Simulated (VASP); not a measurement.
# SiC (F-43m) in VASP: a series of runs

The runs below take SiC through single point, relaxation of cell and atoms, with PBE+D3(BJ).

All numbers are computed with VASP 6.6.1; they aren't measurements. Logs are shortened: lines on timing, memory, paths and dates and some standing lists are left out, and cuts for length are marked.

### 1 The cell of the first run

Symmetry: F-43m, No. 216, cubic system. The conventional cell has a = 4.349 Å, b = 4.349 Å, c = 4.349 Å, α = 90.00°, β = 90.00°, γ = 90.00°. Within 2.5 Å of Si (site symmetry -43m) lie 4 C at 1.88 Å. Within 2.5 Å of C (site symmetry -43m) lie 4 Si at 1.88 Å.

### 2 Single point, PBE+D3(BJ)

Input file INCAR:

```
SYSTEM = SiC
PREC = Accurate ; ENCUT = 520
EDIFF = 1E-6 ; ISMEAR = 0
SIGMA = 0.02 ; LREAL = .False.
LASPH = .True. ; NELM = 60
ALGO = Normal ; ISIF = 2
LWAVE = .False. ; LCHARG = .False.
GGA = PE ; IVDW = 12
NBANDS = 11
```

Input file KPOINTS:

```
regular mesh
0
Gamma
  10 10 10
  0 0 0
```

Input file POSCAR:

```
SiC
1.0
    0.0000000000      2.1743935705      2.1743935705
    2.1743935705      0.0000000000      2.1743935705
    2.1743935705      2.1743935705      0.0000000000
Si C
1 1
Direct
    0.2500000000      0.2500000000      0.2500000000
    0.0000000000      0.0000000000      0.0000000000
```

Potentials or basis: VASP PAW PBE potentials, release 64 (Si, C).

Launch:

```
> cat potpaw_PBE.64/Si/POTCAR potpaw_PBE.64/C/POTCAR > POTCAR
> mpirun -np 1 vasp_std > vasp.out
```

OUTCAR:

```text
SYSTEM = SiC
   PREC = Accurate
   ENCUT = 520
   EDIFF = 1E-6
   ISMEAR = 0
   LREAL = .False.
   LASPH = .True.
   NELM = 60
   ISIF = 2
   GGA = PE
   IVDW = 12
 IVDW          = 12

 ion  position               nearest neighbor table
   1  0.250  0.250  0.250-   2 1.88   2 1.88   2 1.88   2 1.88
   2  0.000  0.000  0.000-   1 1.88   1 1.88   1 1.88   1 1.88

  LATTYP: Found a face centered cubic cell.
 ALAT       =     4.3487871410

  Lattice vectors:

 A1 = (   0.0000000000,   2.1743935705,   2.1743935705)
 A2 = (   2.1743935705,   0.0000000000,   2.1743935705)
 A3 = (   2.1743935705,   2.1743935705,   0.0000000000)

Analysis of symmetry for initial positions (statically):
=====================================================================
 Subroutine PRICEL returns:
 Original cell was already a primitive cell.

 Routine SETGRP: Setting up the symmetry group for a
 face centered cubic supercell.

 Subroutine GETGRP returns: Found 24 space group operations
 (whereof 24 operations were pure point group operations)
 out of a pool of 48 trial point group operations.

The static configuration has the point symmetry T_d .

Analysis of symmetry for dynamics (positions and initial velocities):
=====================================================================
 Subroutine PRICEL returns:
 Original cell was already a primitive cell.

 Routine SETGRP: Setting up the symmetry group for a
 face centered cubic supercell.

 Subroutine GETGRP returns: Found 24 space group operations
 (whereof 24 operations were pure point group operations)
 out of a pool of 48 trial point group operations.

The dynamic configuration has the point symmetry T_d .

 Subroutine INISYM returns: Found 24 space group operations
 (whereof 24 operations are pure point group operations),
 and found     1 'primitive' translations

----------------------------------------------------------------------------------------

                                     Primitive cell

  volume of cell :      20.5610

  direct lattice vectors                    reciprocal lattice vectors
     0.000000000  2.174393570  2.174393570    -0.229949171  0.229949171  0.229949171
     2.174393570  0.000000000  2.174393570     0.229949171 -0.229949171  0.229949171
     2.174393570  2.174393570  0.000000000     0.229949171  0.229949171 -0.229949171

  length of vectors
     3.075056877  3.075056877  3.075056877     0.398283648  0.398283648  0.398283648

  position of ions in fractional coordinates (direct lattice)
     0.250000000  0.250000000  0.250000000
     0.000000000  0.000000000  0.000000000

  ion indices of the primitive-cell ions
   primitive index   ion index
                 1           1
                 2           2

----------------------------------------------------------------------------------------

 KPOINTS: regular mesh

Automatic generation of k-mesh.
 Grid dimensions read from file:
 generate k-points for:   10   10   10

 Generating k-lattice:

  Cartesian coordinates                     Fractional coordinates (reciprocal lattice)
    -0.022994917  0.022994917  0.022994917     0.100000000  0.000000000  0.000000000
     0.022994917 -0.022994917  0.022994917     0.000000000  0.100000000  0.000000000
     0.022994917  0.022994917 -0.022994917     0.000000000  0.000000000  0.100000000

  Length of vectors
     0.039828365  0.039828365  0.039828365

  Shift w.r.t. Gamma in fractional coordinates (k-lattice)
     0.000000000  0.000000000  0.000000000

 Subroutine IBZKPT returns following result:
 ===========================================

 Found     47 irreducible k-points:

 Following reciprocal coordinates:
            Coordinates               Weight
  0.000000  0.000000  0.000000      1.000000
  0.100000  0.000000  0.000000      8.000000
  0.200000  0.000000  0.000000      8.000000
  0.300000  0.000000  0.000000      8.000000
  0.400000  0.000000  0.000000      8.000000
  0.500000  0.000000  0.000000      4.000000
[... 16 lines left out ...]
  0.300000  0.300000  0.000000      6.000000
  0.400000  0.300000  0.000000     24.000000
 [... further k-points ...]
   k-points           NKPTS =     47   k-points in BZ     NKDIM =     47   number of bands    NBANDS=     11
   number of dos      NEDOS =    301   number of ions     NIONS =      2
   total plane-waves  NPLWV =  13824
   dimension x,y,z NGX =    24 NGY =   24 NGZ =   24
   dimension x,y,z NGXF=    48 NGYF=   48 NGZF=   48
   ions per type =               1   1
   NGX,Y,Z   is equivalent  to a cutoff of  12.98, 12.98, 12.98 a.u.
   NGXF,Y,Z  is equivalent  to a cutoff of  25.95, 25.95, 25.95 a.u.
 SYSTEM =  SiC
   PREC   = accura    normal or accurate (medium, high low for compatibility)
   ISTART =      0    job   : 0-new  1-cont  2-samecut
   ICHARG =      2    charge: 1-file 2-atom 10-const
   ISPIN  =      1    spin polarized calculation?
   LNONCOLLINEAR =      F non collinear calculations
   LSORBIT =      F    spin-orbit coupling
   LASPH  =      T    aspherical Exc in radial PAW
   ENCUT  =  520.0 eV  38.22 Ry    6.18 a.u.   5.72  5.72  5.72*2*pi/ulx,y,z
   NELM   =     60;   NELMIN=  2; NELMDL= -5     # of ELM steps
   EDIFF  = 0.1E-05   stopping-criterion for ELM
   LREAL  =      F    real-space projection
   EDIFFG = 0.1E-04   stopping-criterion for IOM
   NSW    =      0    number of steps for IOM
   IBRION =     -1    ionic relax: 0-MD 1-quasi-New 2-CG
   NFREE  =      0    steps in history (QN), initial steepest desc. (CG)
   ISIF   =      2    stress and relaxation
   ISYM   =      2    0-nonsym 1-usesym 2-fastsym
   POTIM  = 0.5000    time-step for ionic-motion
   TEBEG  =    0.0;   TEEND  =   0.0 temperature during run
   PSTRESS=    0.0 pullay stress
   NELECT =       8.0000    total number of electrons
   NUPDOWN=      -1.0000    fix difference up-down
   EMIN   =  10.00;   EMAX   =-10.00  energy-range for DOS
   EFERMI =   0.00;   METHOD = LEGACY
   ISMEAR =     0;   SIGMA  =   0.02  broadening in eV -4-tet -1-fermi 0-gaus
   EFERMI_NEDOS =   21; number of points for ismear=-14 and -15
   IALGO  =     38    algorithm
   IMIX   =      4    mixing-type and parameters
     AMIX     =   0.40;   BMIX     =  1.00
     AMIX_MAG =   1.60;   BMIX_MAG =  1.00
  volume/ion in A,a.u.               =      10.28        69.38
  Fermi-wavevector in a.u.,A,eV,Ry     =   1.195153  2.258511 19.434420  1.428390
  Thomas-Fermi vector in A             =   2.331125
   LORBIT       =      0    0 simple, 1 ext, 2 COOP (PROOUT), +10 PAW based schemes
   GGA     = PE    functional components
   LHFCALC =     F    Hartree Fock is set to
   AEXX    =    0.0000 exact exchange contribution
   IVDW    =    12    specifies the selected vdW correction
   LEPSILON=     F    determine dielectric tensor
   LRPA    =     F    only Hartree local field effects (RPA)
 non-spin polarized calculation
 Gauss-broadening in eV      SIGMA  =   0.02
  energy-cutoff  :      520.00
  volume of cell :       20.56
 maximum number of plane-waves:       568
   NGX = 11   NGY = 11   NGZ = 11

 number of electron       8.0000001 magnetization

 Free energy of the ion-electron system (eV)
  ---------------------------------------------------
  ext. energy  EPLUGINS =         0.00000000
  ---------------------------------------------------
  free energy    TOTEN  =       -15.05446201 eV

  energy without entropy =      -15.05446201  energy(sigma->0) =      -15.05446201

 E-fermi :   8.3676     XC(G=0): -11.3840

 val. band max:        8.1783682739   @ k =   0.0000   0.0000   0.0000
 cond. band min:       9.5292676046   @ k =   0.5000   0.5000   0.0000
 fundamental gap:      1.3508993308
 Fermi energy:         8.3676211436

 k-point     1 :       0.0000    0.0000    0.0000
  band No.  band energies     occupation
      1      -7.2749      2.00000
      2       8.1784      2.00000
      3       8.1784      2.00000
      4       8.1784      2.00000
      5      14.4867      0.00000
      6      15.5300      0.00000
      7      15.5300      0.00000
      8      15.5300      0.00000
      9      22.7221      0.00000
     10      22.7221      0.00000
     11      24.7576      0.00000

 k-point     2 :       0.1000    0.0000    0.0000
  band No.  band energies     occupation
      1      -7.0785      2.00000
      2       7.1692      2.00000
      3       8.0445      2.00000
      4       8.0445      2.00000
      5      14.7383      0.00000
      6      15.7741      0.00000
      7      15.7741      0.00000
      8      15.8134      0.00000
      9      21.7704      0.00000
     10      21.7704      0.00000
     11      24.5180      0.00000

 k-point     3 :       0.2000    0.0000    0.0000
  band No.  band energies     occupation
      1      -6.4981      2.00000
      2       5.0441      2.00000
      3       7.7374      2.00000
      4       7.7374      2.00000
      5      14.4401      0.00000
      6      16.1320      0.00000
      7      16.1320      0.00000
      8      17.0210      0.00000
      9      21.1053      0.00000
     10      21.1053      0.00000
     11      23.6260      0.00000

 k-point     4 :       0.3000    0.0000    0.0000
  band No.  band energies     occupation
      1      -5.5693      2.00000
      2       2.7227      2.00000
      3       7.4210      2.00000
      4       7.4210      2.00000
      5      14.0306      0.00000
      6      15.9858      0.00000
      7      15.9858      0.00000
      8      17.9853      0.00000
      9      21.9371      0.00000
     10      21.9371      0.00000
     11      23.3719      0.00000
[... 239 lines left out ...]
 k-point    22 :      -0.2000    0.2000    0.0000
  band No.  band energies     occupation
      1      -5.2577      2.00000
      2       3.3685      2.00000
      3       4.9498      2.00000
      4       7.5313      2.00000
      5      14.7730      0.00000
      6      16.2391      0.00000
      7      16.5985      0.00000
      8      17.3925      0.00000
      9      19.7323      0.00000
     10      23.6672      0.00000
     11      27.4081      0.00000

 k-point    23 :       0.3000    0.3000    0.0000
  band No.  band energies     occupation
      1      -4.9907      2.00000
      2       3.8188      2.00000
      3       5.8073      2.00000
      4       5.8073      2.00000
      5      11.3567      0.00000
      6      13.8159      0.00000
      7      19.7753      0.00000
      8      19.7753      0.00000
      9      20.6668      0.00000
     10      25.3188      0.00000
     11      29.9347      0.00000

 k-point    24 :       0.4000    0.3000    0.0000
  band No.  band energies     occupation
      1      -4.1170      2.00000
      2       2.5913      2.00000
      3       5.0146      2.00000
      4       5.5440      2.00000
      5      11.0529      0.00000
      6      13.8293      0.00000
      7      19.8690      0.00000
      8      20.1711      0.00000
      9      22.0223      0.00000
     10      26.3143      0.00000
     11      29.5368      0.00000

 [... further k-points ...]

------------------------ aborting loop because EDIFF is reached ----------------------------------------

 Edisp (eV)   -0.60606

 E8    (eV) :    -0.2277

  FORCE on cell =-STRESS in cart. coord.  units (eV):
  Direction    XX          YY          ZZ          XY          YZ          ZX
  --------------------------------------------------------------------------------------
  -------------------------------------------------------------------------------------
  Total      -0.00860    -0.00860    -0.00860    -0.00000    -0.00000     0.00000
  in kB      -0.67049    -0.67049    -0.67049    -0.00000    -0.00000     0.00000
  external pressure =       -0.67 kB  Pullay stress =        0.00 kB

 VOLUME and BASIS-vectors are now :
 -----------------------------------------------------------------------------
  energy-cutoff  :      520.00
  volume of cell :       20.56
      direct lattice vectors                 reciprocal lattice vectors
     0.000000000  2.174393570  2.174393570    -0.229949171  0.229949171  0.229949171
     2.174393570  0.000000000  2.174393570     0.229949171 -0.229949171  0.229949171
     2.174393570  2.174393570  0.000000000     0.229949171  0.229949171 -0.229949171

 POSITION                                       TOTAL-FORCE (eV/Angst)
 -----------------------------------------------------------------------------------
      1.08720      1.08720      1.08720         0.000000      0.000000      0.000000
      0.00000      0.00000      0.00000        -0.000000     -0.000000     -0.000000
 -----------------------------------------------------------------------------------
    total drift:                               -0.000000     -0.000000     -0.000000

  FREE ENERGIE OF THE ION-ELECTRON SYSTEM (eV)
  ---------------------------------------------------
  free  energy   TOTEN  =       -15.6605265414 eV

  energy  without entropy=      -15.6605265414  energy(sigma->0) =      -15.66052654
```

Wall time 4.5 s (1 thread of Intel Xeon 6975P-C, shared host); peak memory 0.15 GiB.

Results:

| Item | Value |
| --- | --- |
| Free energy | -15.6605 eV |
| Pressure | -0.1 GPa |
| Band gap on the k mesh | 1.35 eV, indirect (least direct gap 4.55 eV) |
| Dispersion energy per atom | -0.303 eV |

Levels at points of the mesh, in eV from the valence-band top:
| k point | band 1 | band 2 | band 3 | band 4 | band 5 | band 6 | band 7 | band 8 |
| --- | --- | --- | --- | --- | --- | --- | --- | --- |
| (0.00, 0.00, 0.00) | -15.45 | 0.00 | 0.00 | 0.00 | 6.31 | 7.35 | 7.35 | 7.35 |
| (0.50, 0.00, 0.00) | -11.86 | -8.57 | -1.05 | -1.05 | 5.49 | 7.25 | 7.25 | 10.09 |
| (0.50, 0.50, 0.00) | -10.41 | -7.81 | -3.20 | -3.20 | 1.35 | 4.34 | 14.11 | 14.11 |

(Continued in part 2 of 2.)
